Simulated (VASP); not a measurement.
# MgS (Fm-3m) in VASP: a series of runs

Runs on MgS. Level: PBEsol. Tasks: single point.

Program: VASP 6.6.1. These are calculated values, not measurements. Logs are shortened: lines on timing, memory, paths and dates and some standing lists are left out, and cuts for length are marked.

### Step 1. The cell of the first run

It takes space group Fm-3m (No. 225, cubic). Conventional cell: a = 5.147 Å, b = 5.147 Å, c = 5.147 Å, α = 90.00°, β = 90.00°, γ = 90.00°. Within 3.4 Å of Mg (site symmetry m-3m) lie 6 S at 2.57 Å. S (site symmetry m-3m) has 6 Mg at 2.57 Å within 3.4 Å.

### Step 2. Single point, PBEsol (volume scaled by 0.980)

File INCAR:

```
PREC     = Accurate       # precision mode
ENCUT    = 520            # plane-wave cutoff, eV
EDIFF    = 1E-7           # SCF threshold, eV
ISMEAR   = 0              # smearing method
SIGMA    = 0.05           # smearing width, eV
LREAL    = F              # projectors in reciprocal space
LASPH    = T              # aspherical terms in the spheres
NELM     = 100            # most SCF steps
ALGO     = Normal         # electronic algorithm
ISIF     = 2              # what is computed and relaxed
LWAVE    = F              # write WAVECAR
LCHARG   = T              # write CHGCAR
GGA      = PS             # functional
LELF     = T              # ELF
LVHAR    = T            
NBANDS   = 11             # bands
```

File KPOINTS:

```
Automatic mesh
0
Gamma
  10 10 10
```

File POSCAR:

```
MgS
1.0
    0.0000000000      2.5736474692      2.5736474692
    2.5736474692      0.0000000000      2.5736474692
    2.5736474692      2.5736474692      0.0000000000
Mg S
1 1
Direct
    0.0000000000      0.0000000000      0.0000000000
    0.5000000000      0.5000000000      0.5000000000
```

Potentials or basis: VASP PAW PBE potentials, release 64 (Mg, S).

Launch:

```console
cat potpaw_PBE.64/Mg/POTCAR potpaw_PBE.64/S/POTCAR > POTCAR
mpirun -np 1 vasp_std > vasp.out
```

OUTCAR:

```text
PREC = Accurate
   ENCUT = 520
   EDIFF = 1E-7
   ISMEAR = 0
   LREAL = F
   LASPH = T
   NELM = 100
   ISIF = 2
   GGA = PS

 ion  position               nearest neighbor table
   1  0.000  0.000  0.000-   2 2.57   2 2.57   2 2.57   2 2.57   2 2.57   2 2.57
   2  0.500  0.500  0.500-   1 2.57   1 2.57   1 2.57   1 2.57   1 2.57   1 2.57

  LATTYP: Found a face centered cubic cell.
 ALAT       =     5.1472949384

  Lattice vectors:

 A1 = (   0.0000000000,   2.5736474692,   2.5736474692)
 A2 = (   2.5736474692,   0.0000000000,   2.5736474692)
 A3 = (   2.5736474692,   2.5736474692,   0.0000000000)

Analysis of symmetry for initial positions (statically):
=====================================================================
 Subroutine PRICEL returns:
 Original cell was already a primitive cell.

 Routine SETGRP: Setting up the symmetry group for a
 face centered cubic supercell.

 Subroutine GETGRP returns: Found 48 space group operations
 (whereof 48 operations were pure point group operations)
 out of a pool of 48 trial point group operations.

The static configuration has the point symmetry O_h .

Analysis of symmetry for dynamics (positions and initial velocities):
=====================================================================
 Subroutine PRICEL returns:
 Original cell was already a primitive cell.

 Routine SETGRP: Setting up the symmetry group for a
 face centered cubic supercell.

 Subroutine GETGRP returns: Found 48 space group operations
 (whereof 48 operations were pure point group operations)
 out of a pool of 48 trial point group operations.

The dynamic configuration has the point symmetry O_h .

 Subroutine INISYM returns: Found 48 space group operations
 (whereof 48 operations are pure point group operations),
 and found     1 'primitive' translations

----------------------------------------------------------------------------------------

                                     Primitive cell

  volume of cell :      34.0939

  direct lattice vectors                    reciprocal lattice vectors
     0.000000000  2.573647469  2.573647469    -0.194276802  0.194276802  0.194276802
     2.573647469  0.000000000  2.573647469     0.194276802 -0.194276802  0.194276802
     2.573647469  2.573647469  0.000000000     0.194276802  0.194276802 -0.194276802

  length of vectors
     3.639687156  3.639687156  3.639687156     0.336497292  0.336497292  0.336497292

  position of ions in fractional coordinates (direct lattice)
     0.000000000  0.000000000  0.000000000
     0.500000000  0.500000000  0.500000000

  ion indices of the primitive-cell ions
   primitive index   ion index
                 1           1
                 2           2

----------------------------------------------------------------------------------------

 KPOINTS: Automatic mesh

Automatic generation of k-mesh.
 Grid dimensions read from file:
 generate k-points for:   10   10   10

 Generating k-lattice:

  Cartesian coordinates                     Fractional coordinates (reciprocal lattice)
    -0.019427680  0.019427680  0.019427680     0.100000000  0.000000000  0.000000000
     0.019427680 -0.019427680  0.019427680     0.000000000  0.100000000  0.000000000
     0.019427680  0.019427680 -0.019427680     0.000000000  0.000000000  0.100000000

  Length of vectors
     0.033649729  0.033649729  0.033649729

  Shift w.r.t. Gamma in fractional coordinates (k-lattice)
     0.000000000  0.000000000  0.000000000

 Subroutine IBZKPT returns following result:
 ===========================================

 Found     47 irreducible k-points:

 Following reciprocal coordinates:
            Coordinates               Weight
  0.000000  0.000000  0.000000      1.000000
  0.100000  0.000000  0.000000      8.000000
  0.200000  0.000000  0.000000      8.000000
  0.300000  0.000000  0.000000      8.000000
  0.400000  0.000000  0.000000      8.000000
  0.500000  0.000000  0.000000      4.000000
[... 16 lines left out ...]
  0.300000  0.300000  0.000000      6.000000
  0.400000  0.300000  0.000000     24.000000
 [... further k-points ...]
   k-points           NKPTS =     47   k-points in BZ     NKDIM =     47   number of bands    NBANDS=     11
   number of dos      NEDOS =    301   number of ions     NIONS =      2
   total plane-waves  NPLWV =  21952
   dimension x,y,z NGX =    28 NGY =   28 NGZ =   28
   dimension x,y,z NGXF=    56 NGYF=   56 NGZF=   56
   ions per type =               1   1
   NGX,Y,Z   is equivalent  to a cutoff of  12.79, 12.79, 12.79 a.u.
   NGXF,Y,Z  is equivalent  to a cutoff of  25.58, 25.58, 25.58 a.u.
 SYSTEM =  unknown system
   PREC   = accura    normal or accurate (medium, high low for compatibility)
   ISTART =      0    job   : 0-new  1-cont  2-samecut
   ICHARG =      2    charge: 1-file 2-atom 10-const
   ISPIN  =      1    spin polarized calculation?
   LNONCOLLINEAR =      F non collinear calculations
   LSORBIT =      F    spin-orbit coupling
   LASPH  =      T    aspherical Exc in radial PAW
   ENCUT  =  520.0 eV  38.22 Ry    6.18 a.u.   6.77  6.77  6.77*2*pi/ulx,y,z
   NELM   =    100;   NELMIN=  2; NELMDL= -5     # of ELM steps
   EDIFF  = 0.1E-06   stopping-criterion for ELM
   LREAL  =      F    real-space projection
   EDIFFG = 0.1E-05   stopping-criterion for IOM
   NSW    =      0    number of steps for IOM
   IBRION =     -1    ionic relax: 0-MD 1-quasi-New 2-CG
   NFREE  =      0    steps in history (QN), initial steepest desc. (CG)
   ISIF   =      2    stress and relaxation
   ISYM   =      2    0-nonsym 1-usesym 2-fastsym
   POTIM  = 0.5000    time-step for ionic-motion
   TEBEG  =    0.0;   TEEND  =   0.0 temperature during run
   PSTRESS=    0.0 pullay stress
   NELECT =       8.0000    total number of electrons
   NUPDOWN=      -1.0000    fix difference up-down
   EMIN   =  10.00;   EMAX   =-10.00  energy-range for DOS
   EFERMI =   0.00;   METHOD = LEGACY
   ISMEAR =     0;   SIGMA  =   0.05  broadening in eV -4-tet -1-fermi 0-gaus
   EFERMI_NEDOS =   21; number of points for ismear=-14 and -15
   IALGO  =     38    algorithm
   IMIX   =      4    mixing-type and parameters
     AMIX     =   0.40;   BMIX     =  1.00
     AMIX_MAG =   1.60;   BMIX_MAG =  1.00
  volume/ion in A,a.u.               =      17.05       115.04
  Fermi-wavevector in a.u.,A,eV,Ry     =   1.009747  1.908145 13.872342  1.019588
  Thomas-Fermi vector in A             =   2.142694
   LORBIT       =      0    0 simple, 1 ext, 2 COOP (PROOUT), +10 PAW based schemes
   GGA     = PS    functional components
   LHFCALC =     F    Hartree Fock is set to
   AEXX    =    0.0000 exact exchange contribution
   IVDW    =     0    specifies the selected vdW correction
   LEPSILON=     F    determine dielectric tensor
   LRPA    =     F    only Hartree local field effects (RPA)
 non-spin polarized calculation
 Gauss-broadening in eV      SIGMA  =   0.05
  energy-cutoff  :      520.00
  volume of cell :       34.09
 maximum number of plane-waves:       941
   NGX = 13   NGY = 13   NGZ = 13

 number of electron       7.9999999 magnetization

 Free energy of the ion-electron system (eV)
  ---------------------------------------------------
  ext. energy  EPLUGINS =         0.00000000
  ---------------------------------------------------
  free energy    TOTEN  =        -9.07246162 eV

  energy without entropy =       -9.07246162  energy(sigma->0) =       -9.07246162

 E-fermi :   4.2451     XC(G=0):  -9.9716

 val. band max:        3.9702449874   @ k =   0.0000   0.0000   0.0000
 cond. band min:       6.7414619045   @ k =   0.5000   0.5000   0.0000
 fundamental gap:      2.7712169170
 Fermi energy:         4.2451271798

 k-point     1 :       0.0000    0.0000    0.0000
  band No.  band energies     occupation
      1      -8.9035      2.00000
      2       3.9702      2.00000
      3       3.9702      2.00000
      4       3.9702      2.00000
      5       7.8222      0.00000
      6      11.8023      0.00000
      7      11.8023      0.00000
      8      11.8023      0.00000
      9      14.3166      0.00000
     10      14.3166      0.00000
     11      16.3424      0.00000

 k-point     2 :       0.1000    0.0000    0.0000
  band No.  band energies     occupation
      1      -8.7999      2.00000
      2       3.2158      2.00000
      3       3.8976      2.00000
      4       3.8976      2.00000
      5       8.4061      0.00000
      6      11.5492      0.00000
      7      11.9988      0.00000
      8      11.9988      0.00000
      9      13.8281      0.00000
     10      13.8281      0.00000
     11      16.8581      0.00000

 k-point     3 :       0.2000    0.0000    0.0000
  band No.  band energies     occupation
      1      -8.5064      2.00000
      2       1.7738      2.00000
      3       3.7213      2.00000
      4       3.7213      2.00000
      5       8.9599      0.00000
      6      11.7979      0.00000
      7      12.0128      0.00000
      8      12.0128      0.00000
      9      13.7523      0.00000
     10      13.7523      0.00000
     11      16.2883      0.00000

 k-point     4 :       0.3000    0.0000    0.0000
  band No.  band energies     occupation
      1      -8.0854      2.00000
      2       0.3577      2.00000
      3       3.5266      2.00000
      4       3.5266      2.00000
      5       8.7800      0.00000
      6      11.4458      0.00000
      7      11.4458      0.00000
      8      13.0793      0.00000
      9      14.9488      0.00000
     10      14.9488      0.00000
     11      15.6752      0.00000
[... 239 lines left out ...]
 k-point    22 :      -0.2000    0.2000    0.0000
  band No.  band energies     occupation
      1      -7.9491      2.00000
      2       0.6201      2.00000
      3       2.1969      2.00000
      4       3.5746      2.00000
      5      10.1765      0.00000
      6      11.2759      0.00000
      7      11.3277      0.00000
      8      11.8559      0.00000
      9      13.5095      0.00000
     10      17.5395      0.00000
     11      18.5951      0.00000

 k-point    23 :       0.3000    0.3000    0.0000
  band No.  band energies     occupation
      1      -7.8335      2.00000
      2       0.7384      2.00000
      3       2.6835      2.00000
      4       2.6835      2.00000
      5       8.3155      0.00000
      6       8.9327      0.00000
      7      13.2156      0.00000
      8      14.9663      0.00000
      9      14.9663      0.00000
     10      15.7368      0.00000
     11      20.4423      0.00000

 k-point    24 :       0.4000    0.3000    0.0000
  band No.  band energies     occupation
      1      -7.5232      2.00000
      2       0.1933      2.00000
      3       2.2279      2.00000
      4       2.5218      2.00000
      5       7.9150      0.00000
      6       9.0006      0.00000
      7      13.5840      0.00000
      8      14.5519      0.00000
      9      16.2234      0.00000
     10      17.3405      0.00000
     11      20.8070      0.00000

 [... further k-points ...]
[... 5 lines left out ...]
  --------------------------------------------------------------------------------------
  -------------------------------------------------------------------------------------
  Total        0.3077241      0.3077241      0.3077241      0.0000000      0.0000000     -0.0000000
  in kB       14.4608866     14.4608866     14.4608866      0.0000000      0.0000000     -0.0000000
  external PRESSURE =      14.4608866 kB  Pullay stress =       0.0000000 kB

 VOLUME and BASIS-vectors are now :
 -----------------------------------------------------------------------------
  energy-cutoff  :      520.00
  volume of cell :       34.09
      direct lattice vectors                 reciprocal lattice vectors
     0.000000000  2.573647469  2.573647469    -0.194276802  0.194276802  0.194276802
     2.573647469  0.000000000  2.573647469     0.194276802 -0.194276802  0.194276802
     2.573647469  2.573647469  0.000000000     0.194276802  0.194276802 -0.194276802

 POSITION                                       TOTAL-FORCE (eV/Angst)
 -----------------------------------------------------------------------------------
      0.00000      0.00000      0.00000        -0.000000      0.000000      0.000000
      2.57365      2.57365      2.57365         0.000000     -0.000000     -0.000000
 -----------------------------------------------------------------------------------
    total drift:                                0.000000      0.000000      0.000000

  FREE ENERGIE OF THE ION-ELECTRON SYSTEM (eV)
  ---------------------------------------------------
  free  energy   TOTEN  =        -9.0724616187 eV

  energy  without entropy=       -9.0724616187  energy(sigma->0) =       -9.07246162
```

Run time: 8 s. Hardware: 1 thread of Intel Xeon 6975P-C (Granite Rapids), shared host; peak memory 0.16 GiB.

What came out:

* Free energy: -9.0725 eV
* Pressure: 1.4 GPa
* Band gap on the k mesh: 2.77 eV, indirect (least direct gap 3.85 eV)

Levels at points of the mesh, in eV from the valence-band top:
```
           k point  band 1  band 2  band 3  band 4  band 5  band 6  band 7  band 8  band 9
(0.00, 0.00, 0.00)  -12.87    0.00    0.00    0.00    3.85    7.83    7.83    7.83   10.35
(0.50, 0.00, 0.00)  -11.46   -5.07   -0.64   -0.64    4.45    6.86    6.86   10.42   12.16
(0.50, 0.50, 0.00)  -11.06   -4.43   -1.78   -1.78    2.77    4.14   12.19   12.91   13.60
```

Caveat: the PAW data sets were made with another functional, which shifts forces and pressure a little.

[end of part 1 of 2]
